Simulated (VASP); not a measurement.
Crystal: TaN.

```xyz
2
Lattice="2.9380 0.0000 0.0000 -1.4690 2.5444 0.0000 0.0000 0.0000 2.8830" Properties=species:S:1:pos:R:3 pbc="T T T"
Ta    0.0000    1.6963    1.4415
N     0.0000    0.0000    0.0000
```

Base run:

- Program: VASP 6.6.1
- Functional: PBEsol
- Potentials or basis: VASP PAW PBE potentials, release 64 (Ta_sv_GW, N)
- Cutoff: 520 eV
- k mesh: 12 × 12 × 10
- Occupations: fermi-dirac, width 0.02 eV
- Spin: no spin polarisation

Its results: band gap on the k mesh zero (band 9 reaches 12.69 eV, above the bottom of band 10 at 12.19 eV); pressure -5.1 GPa.

Q: The run is repeated on the same cell with these changes: functional from PBEsol to LDA; potentials or basis from VASP PAW PBE potentials, release 64 (Ta_sv_GW, N) to VASP PAW LDA potentials, release 64 (Ta_sv_GW, N). What comes out?

A: Band gap on the k mesh zero (band 9 reaches 12.51 eV, above the bottom of band 10 at 12.02 eV); pressure -10.8 GPa.

Caveats: spin-orbit coupling is left out, which moves the levels of the heavy elements; the PAW data sets were made with another functional, which shifts forces and pressure a little (some runs).
